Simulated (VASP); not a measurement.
## TiAl: single point with PBEsol

TiAl:

```xyz
2
Lattice="2.8673 0.0000 0.0000 -1.4336 2.5080 0.0000 0.0000 0.0000 4.6781" Properties=species:S:1:pos:R:3 pbc="T T T"
Ti    0.0000    0.0000    0.0000
Al    0.0000    1.6720    2.3390
```

This cell differs from its parent crystal: strain +0.0100 x Voigt [0, 1, 0, 0, 0, 0].

```json
{
 "Program": "VASP 6.6.1",
 "Task": "single point",
 "Functional": "PBEsol",
 "Potentials or basis": "VASP PAW PBE potentials, release 64 (Ti_sv, Al)",
 "Cutoff": "520 eV",
 "k mesh": "18 × 18 × 10",
 "Occupations": "gaussian, width 0.15 eV",
 "Spin": "no spin polarisation",
 "Dipole correction": "no",
 "Further INCAR settings": "ALGO = Fast; EDIFF = 1e-06; NBANDS = 14"
}
```

```yaml
Pressure: -3.8 GPa
Largest_force: 0.029 eV/Å
Band_gap_on_the_k_mesh: zero (an odd number of electrons rules out a gap without spin polarisation)
```

Forces in eV/Å, atoms in the order of the input:
```
Ti   0.000  0.029  0.000
Al   0.000 -0.029  0.000
```

Stress tensor (GPa, compression positive):
```
-3.09  0.00  0.00
 0.00 -3.91  0.00
 0.00  0.00 -4.29
```

Levels at points of the mesh, in eV from the Fermi level:
```tsv
k point	band 5	band 6	band 7	band 8	band 9	band 10	band 11	band 12
(0.00, 0.00, 0.00)	-8.86	-2.27	-1.78	1.20	1.32	2.70	2.73	3.90
(0.50, 0.00, 0.00)	-3.66	-2.78	-1.50	-0.96	2.04	3.89	4.04	4.16
(0.00, 0.50, 0.00)	-3.72	-2.88	-1.52	-0.97	2.10	3.88	4.03	4.09
(0.00, 0.00, 0.50)	-7.96	-5.24	-0.40	1.21	1.34	2.62	2.65	6.81
(0.50, 0.00, 0.50)	-3.60	-2.36	-1.80	0.54	0.96	1.83	2.94	3.90
(0.00, 0.50, 0.50)	-3.66	-2.43	-1.81	0.45	0.92	1.90	2.90	3.88
```

Run time: 3.3 min on 1 thread of Intel(R) Xeon(R) 6975P-C (Granite Rapids), on a shared host, peak memory 0.38 GiB.

Caveat: the cell differs from its parent crystal (strain +0.0100 x Voigt [0, 1, 0, 0, 0, 0]); the cell stands under tension; the PAW data sets were made with another functional, which shifts forces and pressure a little.
